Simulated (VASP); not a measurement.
# Rb (Fd-3m) in VASP: further runs

Runs on Rb. Level: r2SCAN. Tasks: single point.

Program: VASP 6.6.1. These are calculated values, not measurements. Logs are shortened: lines on timing, memory, paths and dates and some standing lists are left out, and cuts for length are marked.

### 1 The cell of the first run

The structure is cubic, space group Fd-3m (No. 227). Conventional cell: a = 9.379 Å, b = 9.379 Å, c = 9.379 Å, α = 90.00°, β = 90.00°, γ = 90.00°. Within 5.3 Å of Rb (site symmetry -43m) lie 4 Rb at 4.06 Å.

This isn't the form of Rb at room conditions, which is bcc.

### 2 Single point, r2SCAN

Input file POSCAR:

```
Rb
1.0
    0.0000000000      4.6894025516      4.6894025516
    4.6894025516      0.0000000000      4.6894025516
    4.6894025516      4.6894025516      0.0000000000
Rb
2
Direct
    0.5000000000      0.5000000000      0.5000000000
    0.7500000000      0.7500000000      0.7500000000
```

Input file INCAR.step1:

```
PREC = Accurate
ENCUT = 520
ISMEAR = 0
SIGMA = 0.1
LREAL = F
LASPH = T
NELM = 60
NBANDS = 16
GGA = PE
ALGO = Normal
EDIFF = 1E-4
LWAVE = T
LCHARG = F
```

Input file INCAR.step2:

```
PREC = Accurate
ENCUT = 520
EDIFF = 1E-6
ISMEAR = 0
SIGMA = 0.1
LREAL = F
LASPH = T
NELM = 60
ALGO = Normal
ISIF = 2
LWAVE = F
LCHARG = F
METAGGA = R2SCAN
LMIXTAU = T
NBANDS = 16
ISTART = 1
```

Input file KPOINTS:

```
Automatic mesh
0
Gamma
  4 4 4
```

Potentials or basis: VASP PAW PBE potentials, release 64 (Rb_sv).

Started as:

```console
$ cat potpaw_PBE.64/Rb_sv/POTCAR > POTCAR
$ cp INCAR.step1 INCAR
$ mpirun -np 1 vasp_std > vasp.out
$ cp INCAR.step2 INCAR
$ mpirun -np 1 vasp_std > vasp.out
```

OUTCAR:

```text
PREC = Accurate
   ENCUT = 520
   EDIFF = 1E-6
   ISMEAR = 0
   LREAL = F
   LASPH = T
   NELM = 60
   ISIF = 2
   METAGGA = R2SCAN
   ISTART = 1

 ion  position               nearest neighbor table
   1  0.500  0.500  0.500-   2 4.06   2 4.06   2 4.06   2 4.06
   2  0.750  0.750  0.750-   1 4.06   1 4.06   1 4.06   1 4.06

  LATTYP: Found a face centered cubic cell.
 ALAT       =     9.3788051032

  Lattice vectors:

 A1 = (   0.0000000000,   4.6894025516,   4.6894025516)
 A2 = (   4.6894025516,   0.0000000000,   4.6894025516)
 A3 = (   4.6894025516,   4.6894025516,   0.0000000000)

Analysis of symmetry for initial positions (statically):
=====================================================================
 Subroutine PRICEL returns:
 Original cell was already a primitive cell.

 Routine SETGRP: Setting up the symmetry group for a
 face centered cubic supercell.

 Subroutine GETGRP returns: Found 48 space group operations
 (whereof 24 operations were pure point group operations)
 out of a pool of 48 trial point group operations.

The static configuration has the point symmetry T_d .
 The point group associated with its full space group is O_h .

Analysis of symmetry for dynamics (positions and initial velocities):
=====================================================================
 Subroutine PRICEL returns:
 Original cell was already a primitive cell.

 Routine SETGRP: Setting up the symmetry group for a
 face centered cubic supercell.

 Subroutine GETGRP returns: Found 48 space group operations
 (whereof 24 operations were pure point group operations)
 out of a pool of 48 trial point group operations.

The dynamic configuration has the point symmetry T_d .
 The point group associated with its full space group is O_h .

 Subroutine INISYM returns: Found 48 space group operations
 (whereof 24 operations are pure point group operations),
 and found     1 'primitive' translations

----------------------------------------------------------------------------------------

                                     Primitive cell

  volume of cell :     206.2446

  direct lattice vectors                    reciprocal lattice vectors
     0.000000000  4.689402552  4.689402552    -0.106623391  0.106623391  0.106623391
     4.689402552  0.000000000  4.689402552     0.106623391 -0.106623391  0.106623391
     4.689402552  4.689402552  0.000000000     0.106623391  0.106623391 -0.106623391

  length of vectors
     6.631816688  6.631816688  6.631816688     0.184677130  0.184677130  0.184677130

  position of ions in fractional coordinates (direct lattice)
     0.500000000  0.500000000  0.500000000
     0.750000000  0.750000000  0.750000000

  ion indices of the primitive-cell ions
   primitive index   ion index
                 1           1
                 2           2

----------------------------------------------------------------------------------------

 KPOINTS: Automatic mesh

Automatic generation of k-mesh.
 Grid dimensions read from file:
 generate k-points for:    4    4    4

 Generating k-lattice:

  Cartesian coordinates                     Fractional coordinates (reciprocal lattice)
    -0.026655848  0.026655848  0.026655848     0.250000000  0.000000000  0.000000000
     0.026655848 -0.026655848  0.026655848     0.000000000  0.250000000  0.000000000
     0.026655848  0.026655848 -0.026655848     0.000000000  0.000000000  0.250000000

  Length of vectors
     0.046169282  0.046169282  0.046169282

  Shift w.r.t. Gamma in fractional coordinates (k-lattice)
     0.000000000  0.000000000  0.000000000

 Subroutine IBZKPT returns following result:
 ===========================================

 Found      8 irreducible k-points:

 Following reciprocal coordinates:
            Coordinates               Weight
  0.000000  0.000000  0.000000      1.000000
  0.250000  0.000000  0.000000      8.000000
  0.500000  0.000000  0.000000      4.000000
  0.250000  0.250000  0.000000      6.000000
  0.500000  0.250000  0.000000     24.000000
 -0.250000  0.250000  0.000000     12.000000
  0.500000  0.500000  0.000000      3.000000
 -0.250000  0.500000  0.250000      6.000000
   k-points           NKPTS =      8   k-points in BZ     NKDIM =      8   number of bands    NBANDS=     16
   number of dos      NEDOS =    301   number of ions     NIONS =      2
   total plane-waves  NPLWV = 125000
   dimension x,y,z NGX =    50 NGY =   50 NGZ =   50
   dimension x,y,z NGXF=   100 NGYF=  100 NGZF=  100
   ions per type =               2
   NGX,Y,Z   is equivalent  to a cutoff of  12.53, 12.53, 12.53 a.u.
   NGXF,Y,Z  is equivalent  to a cutoff of  25.07, 25.07, 25.07 a.u.
 SYSTEM =  unknown system
   PREC   = accura    normal or accurate (medium, high low for compatibility)
   ISTART =      1    job   : 0-new  1-cont  2-samecut
   ICHARG =      0    charge: 1-file 2-atom 10-const
   ISPIN  =      1    spin polarized calculation?
   LNONCOLLINEAR =      F non collinear calculations
   LSORBIT =      F    spin-orbit coupling
   LASPH  =      T    aspherical Exc in radial PAW
   ENCUT  =  520.0 eV  38.22 Ry    6.18 a.u.  12.33 12.33 12.33*2*pi/ulx,y,z
   NELM   =     60;   NELMIN=  2; NELMDL=  0     # of ELM steps
   EDIFF  = 0.1E-05   stopping-criterion for ELM
   LREAL  =      F    real-space projection
   EDIFFG = 0.1E-04   stopping-criterion for IOM
   NSW    =      0    number of steps for IOM
   IBRION =     -1    ionic relax: 0-MD 1-quasi-New 2-CG
   NFREE  =      0    steps in history (QN), initial steepest desc. (CG)
   ISIF   =      2    stress and relaxation
   ISYM   =      2    0-nonsym 1-usesym 2-fastsym
   POTIM  = 0.5000    time-step for ionic-motion
   TEBEG  =    0.0;   TEEND  =   0.0 temperature during run
   PSTRESS=    0.0 pullay stress
   NELECT =      18.0000    total number of electrons
   NUPDOWN=      -1.0000    fix difference up-down
   EMIN   =  10.00;   EMAX   =-10.00  energy-range for DOS
   EFERMI =   0.00;   METHOD = LEGACY
   ISMEAR =     0;   SIGMA  =   0.10  broadening in eV -4-tet -1-fermi 0-gaus
   EFERMI_NEDOS =   21; number of points for ismear=-14 and -15
   IALGO  =     38    algorithm
   IMIX   =      4    mixing-type and parameters
     AMIX     =   0.40;   BMIX     =  1.00
     AMIX_MAG =   1.60;   BMIX_MAG =  1.00
  volume/ion in A,a.u.               =     103.12       695.90
  Fermi-wavevector in a.u.,A,eV,Ry     =   0.726170  1.372262  7.174658  0.527323
  Thomas-Fermi vector in A             =   1.817075
   LORBIT       =      0    0 simple, 1 ext, 2 COOP (PROOUT), +10 PAW based schemes
   METAGGA = R2SCAN    functional components
   LHFCALC =     F    Hartree Fock is set to
   AEXX    =    0.0000 exact exchange contribution
   IVDW    =     0    specifies the selected vdW correction
   LEPSILON=     F    determine dielectric tensor
   LRPA    =     F    only Hartree local field effects (RPA)
 non-spin polarized calculation
 Gauss-broadening in eV      SIGMA  =   0.10
  energy-cutoff  :      520.00
  volume of cell :      206.24
 maximum number of plane-waves:      5601
 NGX is ok and might be reduce to    50
   NGX = 25   NGY = 25   NGZ = 25

 number of electron      18.0000000 magnetization

 Free energy of the ion-electron system (eV)
  ---------------------------------------------------
  ext. energy  EPLUGINS =         0.00000000
  ---------------------------------------------------
  free energy    TOTEN  =       -27.20468958 eV

  energy without entropy =      -27.20129611  energy(sigma->0) =      -27.20299284

 E-fermi :   0.0218     XC(G=0):  -5.4125

 val. band max:       -0.0462852938   @ k =   0.5000   0.5000   0.0000
 cond. band min:       0.2665402594   @ k =   0.5000   0.2500   0.0000
 fundamental gap:      0.3128255532
 Fermi energy:         0.0217540866

 k-point     1 :       0.0000    0.0000    0.0000
  band No.  band energies     occupation
      1     -30.8440      2.00000
      2     -30.7999      2.00000
      3     -14.4466      2.00000
      4     -14.4466      2.00000
      5     -14.4466      2.00000
      6     -14.2709      2.00000
[... 8 lines left out ...]
     15       2.7613      0.00000
     16       2.7613      0.00000

 k-point     2 :       0.2500    0.0000    0.0000
  band No.  band energies     occupation
      1     -30.8394      2.00000
      2     -30.8045      2.00000
      3     -14.4573      2.00000
      4     -14.4573      2.00000
      5     -14.4467      2.00000
      6     -14.2742      2.00000
[... 8 lines left out ...]
     15       2.7592      0.00000
     16       2.9374      0.00000

 k-point     3 :       0.5000    0.0000    0.0000
  band No.  band energies     occupation
      1     -30.8330      2.00000
      2     -30.8109      2.00000
      3     -14.4670      2.00000
      4     -14.4670      2.00000
      5     -14.4475      2.00000
      6     -14.2769      2.00000
[... 8 lines left out ...]
     15       2.9104      0.00000
     16       3.2178      0.00000

 k-point     4 :       0.2500    0.2500    0.0000
  band No.  band energies     occupation
      1     -30.8375      2.00000
      2     -30.8064      2.00000
      3     -14.4691      2.00000
      4     -14.4691      2.00000
      5     -14.4226      2.00000
      6     -14.2991      2.00000
[... 8 lines left out ...]
     15       2.7288      0.00000
     16       3.0908      0.00000

 k-point     5 :       0.5000    0.2500    0.0000
  band No.  band energies     occupation
      1     -30.8297      2.00000
      2     -30.8142      2.00000
      3     -14.4863      2.00000
      4     -14.4779      2.00000
      5     -14.4042      2.00000
      6     -14.3189      2.00000
[... 8 lines left out ...]
     15       2.9794      0.00000
     16       3.3706      0.00000

 k-point     6 :      -0.2500    0.2500    0.0000
  band No.  band energies     occupation
      1     -30.8330      2.00000
      2     -30.8109      2.00000
      3     -14.4842      2.00000
      4     -14.4670      2.00000
      5     -14.4204      2.00000
      6     -14.3015      2.00000
[... 8 lines left out ...]
     15       2.9546      0.00000
     16       3.0785      0.00000

 k-point     7 :       0.5000    0.5000    0.0000
  band No.  band energies     occupation
      1     -30.8220      2.00000
      2     -30.8220      2.00000
      3     -14.4878      2.00000
      4     -14.4878      2.00000
      5     -14.3628      2.00000
      6     -14.3628      2.00000
[... 8 lines left out ...]
     15       3.2671      0.00000
     16       3.2671      0.00000

 k-point     8 :      -0.2500    0.5000    0.2500
  band No.  band energies     occupation
      1     -30.8220      2.00000
      2     -30.8220      2.00000
      3     -14.4886      2.00000
      4     -14.4886      2.00000
      5     -14.3615      2.00000
      6     -14.3615      2.00000
[... 8 lines left out ...]
     15       2.9893      0.00000
     16       2.9893      0.00000

------------------------ aborting loop because EDIFF is reached ----------------------------------------

  FORCE on cell =-STRESS in cart. coord.  units (eV):
  Direction    XX          YY          ZZ          XY          YZ          ZX
  --------------------------------------------------------------------------------------
  -------------------------------------------------------------------------------------
  Total        0.3561445      0.3561445      0.3561445      0.0000000      0.0000000      0.0000000
  in kB        2.7666504      2.7666504      2.7666504      0.0000000      0.0000000      0.0000000
  external PRESSURE =       2.7666504 kB  Pullay stress =       0.0000000 kB

 VOLUME and BASIS-vectors are now :
 -----------------------------------------------------------------------------
  energy-cutoff  :      520.00
  volume of cell :      206.24
      direct lattice vectors                 reciprocal lattice vectors
     0.000000000  4.689402552  4.689402552    -0.106623391  0.106623391  0.106623391
     4.689402552  0.000000000  4.689402552     0.106623391 -0.106623391  0.106623391
     4.689402552  4.689402552  0.000000000     0.106623391  0.106623391 -0.106623391

 POSITION                                       TOTAL-FORCE (eV/Angst)
 -----------------------------------------------------------------------------------
      4.68940      4.68940      4.68940         0.000000     -0.000000     -0.000000
      7.03410      7.03410      7.03410        -0.000000      0.000000      0.000000
 -----------------------------------------------------------------------------------
    total drift:                               -0.000000     -0.000000     -0.000000

  FREE ENERGIE OF THE ION-ELECTRON SYSTEM (eV)
  ---------------------------------------------------
  free  energy   TOTEN  =       -27.2046895758 eV

  energy  without entropy=      -27.2012961128  energy(sigma->0) =      -27.20299284
```

Wall time 5.6 min (1 thread of Oxide Virtual Turin-like, shared host); peak memory 0.35 GiB.

Results:

- Free energy: -27.2047 eV
- Pressure: 0.3 GPa
- Band gap on the k mesh: zero (bands 9 and 10 overlap by 0.65 eV)

Levels at points of the mesh, in eV from the Fermi level:
```tsv
k point	band 6	band 7	band 8	band 9	band 10	band 11	band 12	band 13
(0.00, 0.00, 0.00)	-14.29	-14.29	-14.29	-2.11	2.30	2.30	2.30	2.32
(0.50, 0.00, 0.00)	-14.30	-14.27	-14.27	-0.66	-0.39	1.76	1.76	2.48
(0.50, 0.50, 0.00)	-14.38	-14.25	-14.25	-0.07	-0.07	1.16	1.16	2.01
```

Caveat: the PAW data sets were made with another functional, which shifts forces and pressure a little.

### 3 Single point, r2SCAN

This run uses another cell than the first one, of 141.33 Å³/atom.

Input file POSCAR:

```
Rb
1.0
    0.0000000000      5.2088797253      5.2088797253
    5.2088797253      0.0000000000      5.2088797253
    5.2088797253      5.2088797253      0.0000000000
Rb
2
Direct
    0.5000000000      0.5000000000      0.5000000000
    0.7500000000      0.7500000000      0.7500000000
```

Input file INCAR.step1:

```
SYSTEM = Rb
PREC = Accurate ; ENCUT = 520
ISMEAR = 0 ; SIGMA = 0.1
LREAL = .FALSE. ; LASPH = .TRUE.
NELM = 80 ; NBANDS = 16
GGA = PE ; ALGO = Normal
EDIFF = 1E-4 ; LWAVE = .TRUE.
LCHARG = .FALSE.
```

Input file INCAR.step2:

```
SYSTEM = Rb
PREC = Accurate ; ENCUT = 520
EDIFF = 1E-6 ; ISMEAR = 0
SIGMA = 0.1 ; LREAL = .FALSE.
LASPH = .TRUE. ; NELM = 80
ALGO = Normal ; ISIF = 2
LWAVE = .FALSE. ; LCHARG = .FALSE.
METAGGA = R2SCAN ; LMIXTAU = .TRUE.
NBANDS = 16 ; ISTART = 1
```

Input file KPOINTS:

```
Automatic mesh
0
G
  10 10 10
  0 0 0
```

Potentials or basis: VASP PAW PBE potentials, release 64 (Rb_sv).

Started as:

```console
$ cat potpaw_PBE.64/Rb_sv/POTCAR > POTCAR
$ cp INCAR.step1 INCAR
$ mpirun -np 1 vasp_std > vasp.out
$ cp INCAR.step2 INCAR
$ mpirun -np 1 vasp_std > vasp.out
```

Wall time 23 min (1 thread of Oxide Virtual Turin-like, shared host); peak memory 0.51 GiB.

It converged, with:

```
Free energy            : -27.2268 eV
Pressure               : 0.0 GPa
Band gap on the k mesh : zero (bands 9 and 10 overlap by 0.28 eV)
```

Levels at points of the mesh, in eV from the Fermi level:
```
           k point  band 5  band 6  band 7  band 8  band 9  band 10  band 11  band 12  band 13  band 14
(0.00, 0.00, 0.00)  -14.17  -14.09  -14.09  -14.09   -1.63     2.16     2.16     2.16     2.38     2.38
(0.50, 0.00, 0.00)  -14.17  -14.10  -14.09  -14.09   -0.60    -0.10     1.85     1.85     2.26     2.33
(0.50, 0.50, 0.00)  -14.13  -14.13  -14.08  -14.08    0.01     0.01     1.24     1.24     1.59     1.59
```

Caveat: the PAW data sets were made with another functional, which shifts forces and pressure a little.

The gap in the log of VASP goes by the Fermi energy; the results here count the filled bands.